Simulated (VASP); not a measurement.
# HPt4 in VASP: relaxation of the atoms with r2SCAN

Aim: the relaxation of the atoms of HPt4 with r2SCAN.

Everything below comes from runs of VASP 6.6.1. Logs are shortened: lines on timing, memory, paths and dates and some standing lists are left out, and cuts for length are marked.

### Step 1. The cell of the first run

The cell holds a slab with vacuum, 5 atoms: a = 2.786 Å, b = 2.786 Å, c = 25.825 Å, α = 90.00°, β = 90.00°, γ = 120.00°.

### Step 2. Relaxation of the atoms, r2SCAN

Contents of POSCAR:

```
HPt4
1.0
    2.7861346168      0.0000000000      0.0000000000
   -1.3930673084      2.4128633565      0.0000000000
    0.0000000000      0.0000000000     25.8246081658
Pt H
4 1
Selective dynamics
Direct
    0.6666666667      0.3333333333      0.3291434258  F F F
    0.3333333333      0.6666666667      0.4172326380  F F F
    0.0000000000      0.0000000000      0.5042935079  T T T
    0.6666666667      0.3333333333      0.5927277757  T T T
    0.6666666667      0.3333333333      0.6577820058  T T T
```

Contents of INCAR.step1:

```
SYSTEM = HPt4
  PREC = Accurate
  ENCUT = 520
  ISMEAR = 0
  SIGMA = 0.1
  LREAL = .FALSE.
  LASPH = .TRUE.
  NELM = 80
  LDIPOL = .TRUE.
  IDIPOL = 3
  DIPOL = 0.5 0.5 0.500
  GGA = PE
  ALGO = Normal
  EDIFF = 1E-4
  LWAVE = .TRUE.
  LCHARG = .FALSE.
  KPAR = 4
```

Contents of INCAR.step2:

```
SYSTEM = HPt4
  PREC = Accurate
  ENCUT = 520
  EDIFF = 1E-7
  ISMEAR = 0
  SIGMA = 0.1
  LREAL = .FALSE.
  LASPH = .TRUE.
  NELM = 80
  ALGO = Normal
  ISIF = 2
  LWAVE = .FALSE.
  LCHARG = .FALSE.
  LDIPOL = .TRUE.
  IDIPOL = 3
  DIPOL = 0.5 0.5 0.500
  METAGGA = R2SCAN
  LMIXTAU = .TRUE.
  IBRION = 2
  NSW = 90
  EDIFFG = -0.03
  ISTART = 1
  KPAR = 4
```

Contents of KPOINTS:

```
regular mesh
0
G
  12 12 1
  0 0 0
```

Potentials or basis: VASP PAW PBE potentials, release 64 (Pt, H).

On the command line:

```bash
> cat potpaw_PBE.64/Pt/POTCAR potpaw_PBE.64/H/POTCAR > POTCAR
> cp INCAR.step1 INCAR
> mpirun -np 4 vasp_std > vasp.out
> cp INCAR.step2 INCAR
> mpirun -np 4 vasp_std > vasp.out
```

OUTCAR:

```text
SYSTEM = HPt4
   PREC = Accurate
   ENCUT = 520
   EDIFF = 1E-7
   ISMEAR = 0
   LREAL = .FALSE.
   LASPH = .TRUE.
   NELM = 80
   ISIF = 2
   METAGGA = R2SCAN
   IBRION = 2
   NSW = 90
   EDIFFG = -0.03
   ISTART = 1

 ion  position               nearest neighbor table
   1  0.667  0.333  0.329-   2 2.79   2 2.79   2 2.79
   2  0.333  0.667  0.417-   3 2.76   3 2.76   3 2.76   1 2.79   1 2.79   1 2.79
   3  0.000  0.000  0.504-   2 2.76   2 2.76   2 2.76   4 2.79   4 2.79   4 2.79
   4  0.667  0.333  0.593-   5 1.68   3 2.79   3 2.79   3 2.79
   5  0.667  0.333  0.658-   4 1.68

  LATTYP: Found a hexagonal cell.
 ALAT       =     2.7861346168
 C/A-ratio  =     9.2689735844

  Lattice vectors:

 A1 = (   2.7861346168,   0.0000000000,   0.0000000000)
 A2 = (  -1.3930673084,   2.4128633565,   0.0000000000)
 A3 = (   0.0000000000,   0.0000000000,  25.8246081658)

Analysis of symmetry for initial positions (statically):
=====================================================================
 Subroutine PRICEL returns:
 Original cell was already a primitive cell.

 Routine SETGRP: Setting up the symmetry group for a
 hexagonal supercell.

 Subroutine GETGRP returns: Found  6 space group operations
 (whereof  6 operations were pure point group operations)
 out of a pool of 24 trial point group operations.

The static configuration has the point symmetry C_3v.

Analysis of symmetry for dynamics (positions and initial velocities):
=====================================================================
 Subroutine PRICEL returns:
 Original cell was already a primitive cell.

 Routine SETGRP: Setting up the symmetry group for a
 hexagonal supercell.

 Subroutine GETGRP returns: Found  6 space group operations
 (whereof  6 operations were pure point group operations)
 out of a pool of 24 trial point group operations.

The dynamic configuration has the point symmetry C_3v.

Analysis of constrained symmetry for selective dynamics:
=====================================================================
 Subroutine PRICEL returns:
 Original cell was already a primitive cell.

 Routine SETGRP: Setting up the symmetry group for a
 hexagonal supercell.

 Subroutine GETGRP returns: Found  6 space group operations
 (whereof  6 operations were pure point group operations)
 out of a pool of 24 trial point group operations.

The constrained configuration has the point symmetry C_3v.

 Subroutine INISYM returns: Found  6 space group operations
 (whereof  6 operations are pure point group operations),
 and found     1 'primitive' translations

----------------------------------------------------------------------------------------

                                     Primitive cell

  volume of cell :     173.6075

  direct lattice vectors                    reciprocal lattice vectors
     2.786134617  0.000000000  0.000000000     0.358920202  0.207222675  0.000000000
    -1.393067308  2.412863356  0.000000000     0.000000000  0.414445351  0.000000000
     0.000000000  0.000000000 25.824608166     0.000000000  0.000000000  0.038722756

  length of vectors
     2.786134617  2.786134617 25.824608166     0.414445351  0.414445351  0.038722756

  position of ions in fractional coordinates (direct lattice)
     0.666666667  0.333333333  0.329143426
     0.333333333  0.666666667  0.417232638
     0.000000000  0.000000000  0.504293508
     0.666666667  0.333333333  0.592727776
     0.666666667  0.333333333  0.657782006

  ion indices of the primitive-cell ions
   primitive index   ion index
                 1           1
                 2           2
                 3           3
                 4           4
                 5           5

----------------------------------------------------------------------------------------

 KPOINTS: regular mesh

Automatic generation of k-mesh.
 Grid dimensions read from file:
 generate k-points for:   12   12    1

 Generating k-lattice:

  Cartesian coordinates                     Fractional coordinates (reciprocal lattice)
     0.029910017  0.017268556  0.000000000     0.083333333  0.000000000  0.000000000
     0.000000000  0.034537113  0.000000000     0.000000000  0.083333333  0.000000000
     0.000000000  0.000000000  0.038722756     0.000000000  0.000000000  1.000000000

  Length of vectors
     0.034537113  0.034537113  0.038722756

  Shift w.r.t. Gamma in fractional coordinates (k-lattice)
     0.000000000  0.000000000  0.000000000

 Subroutine IBZKPT returns following result:
 ===========================================

 Found     19 irreducible k-points:

 Following reciprocal coordinates:
            Coordinates               Weight
  0.000000  0.000000  0.000000      1.000000
  0.083333  0.000000  0.000000      6.000000
  0.166667  0.000000  0.000000      6.000000
  0.250000  0.000000  0.000000      6.000000
  0.333333  0.000000  0.000000      6.000000
  0.416667  0.000000  0.000000      6.000000
[... 11 lines left out ...]
  0.333333  0.250000  0.000000     12.000000
  0.333333  0.333333  0.000000      2.000000
   k-points           NKPTS =     19   k-points in BZ     NKDIM =     19   number of bands    NBANDS=     24
   number of dos      NEDOS =    301   number of ions     NIONS =      5
   total plane-waves  NPLWV = 110592
   dimension x,y,z NGX =    24 NGY =   24 NGZ =  192
   dimension x,y,z NGXF=    48 NGYF=   48 NGZF=  384
   ions per type =               4   1
   NGX,Y,Z   is equivalent  to a cutoff of  14.32, 14.32, 12.36 a.u.
   NGXF,Y,Z  is equivalent  to a cutoff of  28.64, 28.64, 24.72 a.u.
 SYSTEM =  HPt4
   PREC   = accura    normal or accurate (medium, high low for compatibility)
   ISTART =      1    job   : 0-new  1-cont  2-samecut
   ICHARG =      0    charge: 1-file 2-atom 10-const
   ISPIN  =      1    spin polarized calculation?
   LNONCOLLINEAR =      F non collinear calculations
   LSORBIT =      F    spin-orbit coupling
   LASPH  =      T    aspherical Exc in radial PAW
   ENCUT  =  520.0 eV  38.22 Ry    6.18 a.u.   5.18  5.18 48.02*2*pi/ulx,y,z
   NELM   =     80;   NELMIN=  2; NELMDL=  0     # of ELM steps
   EDIFF  = 0.1E-06   stopping-criterion for ELM
   LREAL  =      F    real-space projection
   EDIFFG = -.3E-01   stopping-criterion for IOM
   NSW    =     90    number of steps for IOM
   IBRION =      2    ionic relax: 0-MD 1-quasi-New 2-CG
   NFREE  =      1    steps in history (QN), initial steepest desc. (CG)
   ISIF   =      2    stress and relaxation
   ISYM   =      2    0-nonsym 1-usesym 2-fastsym
   POTIM  = 0.5000    time-step for ionic-motion
   TEBEG  =    0.0;   TEEND  =   0.0 temperature during run
   PSTRESS=    0.0 pullay stress
   NELECT =      41.0000    total number of electrons
   NUPDOWN=      -1.0000    fix difference up-down
   EMIN   =  10.00;   EMAX   =-10.00  energy-range for DOS
   EFERMI =   0.00;   METHOD = LEGACY
   ISMEAR =     0;   SIGMA  =   0.10  broadening in eV -4-tet -1-fermi 0-gaus
   EFERMI_NEDOS =   21; number of points for ismear=-14 and -15
   IALGO  =     38    algorithm
   IMIX   =      4    mixing-type and parameters
     AMIX     =   0.40;   BMIX     =  1.00
     AMIX_MAG =   1.60;   BMIX_MAG =  1.00
  volume/ion in A,a.u.               =      34.72       234.31
  Fermi-wavevector in a.u.,A,eV,Ry     =   1.011921  1.912253 13.932149  1.023984
  Thomas-Fermi vector in A             =   2.144999
   LORBIT       =      0    0 simple, 1 ext, 2 COOP (PROOUT), +10 PAW based schemes
   METAGGA = R2SCAN    functional components
   LHFCALC =     F    Hartree Fock is set to
   AEXX    =    0.0000 exact exchange contribution
   IVDW    =     0    specifies the selected vdW correction
   LEPSILON=     F    determine dielectric tensor
   LRPA    =     F    only Hartree local field effects (RPA)
 conjugate gradient relaxation of ions
 non-spin polarized calculation
 Gauss-broadening in eV      SIGMA  =   0.10
  energy-cutoff  :      520.00
  volume of cell :      173.61
 maximum number of plane-waves:      4705
 NGX is ok and might be reduce to    24
   NGX = 11   NGY = 11   NGZ = 97

 dipolmoment           0.000000      0.000000      0.162752 electrons x Angstroem

--------------------------------------- Ionic step        1  -------------------------------------------

 number of electron      41.0000002 magnetization

 Free energy of the ion-electron system (eV)
  ---------------------------------------------------
  ext. energy  EPLUGINS =         0.00000000
  ---------------------------------------------------
  free energy    TOTEN  =      -208.38145310 eV

  energy without entropy =     -208.34530008  energy(sigma->0) =     -208.36337659

------------------------ aborting loop because EDIFF is reached ----------------------------------------

  FORCE on cell =-STRESS in cart. coord.  units (eV):
  Direction    XX          YY          ZZ          XY          YZ          ZX
  --------------------------------------------------------------------------------------
  -------------------------------------------------------------------------------------
  Total       -3.3628545     -3.3628545     -1.4835980     -0.0000000      0.0000000      0.0000000
  in kB      -31.0348818    -31.0348818    -13.6917282     -0.0000000      0.0000000      0.0000000
  external PRESSURE =     -25.2538306 kB  Pullay stress =       0.0000000 kB
[... 98 lines left out ...]
  FREE ENERGIE OF THE ION-ELECTRON SYSTEM (eV)
  ---------------------------------------------------
  free  energy   TOTEN  =      -208.5299704734 eV

  energy  without entropy=     -208.4943414078  energy(sigma->0) =     -208.51215594

[... ionic steps 4 to 13 ...]

--------------------------------------- Ionic step       14  -------------------------------------------

 number of electron      41.0000001 magnetization

------------------------ aborting loop because EDIFF is reached ----------------------------------------

  FORCE on cell =-STRESS in cart. coord.  units (eV):
  Direction    XX          YY          ZZ          XY          YZ          ZX
  --------------------------------------------------------------------------------------
  -------------------------------------------------------------------------------------
  Total       -4.3517628     -4.3517628      0.4420136      0.0000000      0.0000000      0.0000000
  in kB      -40.1612508    -40.1612508      4.0792245      0.0000000      0.0000000      0.0000000
  external PRESSURE =     -25.4144257 kB  Pullay stress =       0.0000000 kB
[... 63 lines left out ...]
  energy  without entropy=     -208.5012442996  energy(sigma->0) =     -208.51884063

--------------------------------------- Ionic step       16  -------------------------------------------

 number of electron      41.0000001 magnetization

 dipolmoment           0.000000      0.000000     -0.026165 electrons x Angstroem

 Free energy of the ion-electron system (eV)
  ---------------------------------------------------
  ext. energy  EPLUGINS =         0.00000000
  ---------------------------------------------------
  free energy    TOTEN  =      -208.53671980 eV

  energy without entropy =     -208.50148697  energy(sigma->0) =     -208.51910338

 E-fermi :   0.3202     XC(G=0):  -5.9260

 val. band max:        0.2840993718   @ k =   0.2500   0.0000   0.0000
 cond. band min:       0.3202016209   @ k =   0.3333   0.0000   0.0000
 fundamental gap:      0.0361022491
 Fermi energy:         0.3201666136

 k-point     1 :       0.0000    0.0000    0.0000
  band No.  band energies     occupation
      1      -9.3969      2.00000
      2      -8.2273      2.00000
      3      -7.0458      2.00000
      4      -6.8266      2.00000
      5      -5.9828      2.00000
      6      -3.5214      2.00000
[... 502 lines left out ...]
     23       5.5179      0.00000
     24       5.5867      0.00000

------------------------ aborting loop because EDIFF is reached ----------------------------------------

 vacuum level on the upper side and lower side of the slab       (xc-potential included)        -0.347         0.339

  FORCE on cell =-STRESS in cart. coord.  units (eV):
  Direction    XX          YY          ZZ          XY          YZ          ZX
  --------------------------------------------------------------------------------------
  -------------------------------------------------------------------------------------
  Total       -4.3517915     -4.3517915      0.3883862      0.0000000      0.0000000      0.0000000
  in kB      -40.1615156    -40.1615156      3.5843119      0.0000000      0.0000000      0.0000000
  external PRESSURE =     -25.5795731 kB  Pullay stress =       0.0000000 kB

 VOLUME and BASIS-vectors are now :
 -----------------------------------------------------------------------------
  energy-cutoff  :      520.00
  volume of cell :      173.61
      direct lattice vectors                 reciprocal lattice vectors
     2.786134617  0.000000000  0.000000000     0.358920202  0.207222675  0.000000000
    -1.393067308  2.412863356  0.000000000     0.000000000  0.414445351  0.000000000
     0.000000000  0.000000000 25.824608166     0.000000000  0.000000000  0.038722756
[... 11 lines left out ...]
  FREE ENERGIE OF THE ION-ELECTRON SYSTEM (eV)
  ---------------------------------------------------
  free  energy   TOTEN  =      -208.5367197953 eV

  energy  without entropy=     -208.5014869696  energy(sigma->0) =     -208.51910338

 reached required accuracy - stopping structural energy minimisation

 vacuum level on the upper side and lower side of the slab         5.415         6.117
```

Run time: 35 min. Hardware: 4 MPI ranks of Intel Xeon Platinum 8375C at 2.90GHz (Ice Lake), shared host; peak memory 0.42 GiB.

Results:

```yaml
Free_energy: -208.5367 eV
Energy_gained_by_relaxing: 31.1 meV/atom
Ionic_steps: 16
```

The path:
| step | energy change (eV) | largest force on free atoms (eV/Å) | pressure (GPa) |
| --- | --- | --- | --- |
| 1 | 0.0000 | 2.1108 | -2.53 |
| 2 | -0.1155 | 1.2835 | -1.68 |
| 3 | -0.1485 | 0.3092 | -2.08 |
| 4 | -0.1485 | 0.3140 | -2.06 |
| 5 | -0.1517 | 0.1466 | -2.08 |
| 6 | -0.1525 | 0.1337 | -2.09 |
| 7 | -0.1528 | 0.1413 | -2.17 |
| 8 | -0.1528 | 0.1048 | -2.15 |
| 9 | -0.1534 | 0.0907 | -2.20 |
| 10 | -0.1544 | 0.0501 | -2.34 |
| 11 | -0.1546 | 0.1187 | -2.60 |
| 12 | -0.1548 | 0.0890 | -2.49 |
| 13 | -0.1552 | 0.0448 | -2.55 |
| 14 | -0.1552 | 0.0381 | -2.54 |
| 15 | -0.1550 | 0.1044 | -2.60 |
| 16 | -0.1553 | 0.0006 | -2.56 |

Final structure:
```yaml
crystal:
  lattice:
    - [2.78613, 0.00000, 0.00000]
    - [-1.39307, 2.41286, 0.00000]
    - [0.00000, 0.00000, 25.82461]
  atoms:
    - { symbol: Pt, position: [0.66667, 0.33333, 0.32914] }
    - { symbol: Pt, position: [0.33333, 0.66667, 0.41723] }
    - { symbol: Pt, position: [0.00000, 0.00000, 0.50604] }
    - { symbol: Pt, position: [0.66667, 0.33333, 0.59727] }
    - { symbol: H, position: [0.66667, 0.33333, 0.65706] }
```

Levels at points of the mesh, in eV from the Fermi level:
| k point | band 18 | band 19 | band 20 | band 21 | band 22 | band 23 |
| --- | --- | --- | --- | --- | --- | --- |
| (0.00, 0.00, 0.00) | -1.66 | -1.46 | -1.46 | -0.79 | -0.79 | -0.10 |
| (0.50, 0.00, 0.00) | 0.26 | 0.37 | 0.64 | 0.71 | 2.01 | 2.54 |

Caveat: the highest band is partly filled, so the run has too few bands; the PAW data sets were made with another functional, which shifts forces and pressure a little; spin-orbit coupling is left out, which moves the levels of the heavy elements.
